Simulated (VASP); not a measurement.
A run of VASP 6.6.1:

File INCAR:

```
PREC = Accurate
ENCUT = 520
EDIFF = 1E-6
ISMEAR = -1
SIGMA = 0.1
LREAL = False
LASPH = True
NELM = 60
ALGO = Normal
ISIF = 2
LWAVE = False
LCHARG = False
GGA = RP
NBANDS = 17
```

Contents of KPOINTS:

```
Automatic mesh
0
Gamma
  15 15 8
```

The input POSCAR:

```
Pt
1.0
    2.8544293801      0.0000000000      0.0000000000
   -1.4272146901      2.4720083565      0.0000000000
    0.0000000000      0.0000000000      4.9122602948
Pt
2
Direct
    0.3333333333      0.6666666667      0.2500000000
    0.6666666667      0.3333333333      0.7500000000
```

Potentials or basis: VASP PAW PBE potentials, release 64 (Pt).

The run is started by

```console
$ cat potpaw_PBE.64/Pt/POTCAR > POTCAR
$ mpirun -np 1 vasp_std > vasp.out
```

Hardware: 1 thread of AMD EPYC 9R45 96-Core Processor (Zen 5) (shared host).

Problem. How long does it take, and how much memory?

Solution. It took 36 s on 1 thread of AMD EPYC 9R45 96-Core Processor (Zen 5), with other jobs on the host, peak memory 0.17 GiB. Counts: scf iterations 12, k points 135.
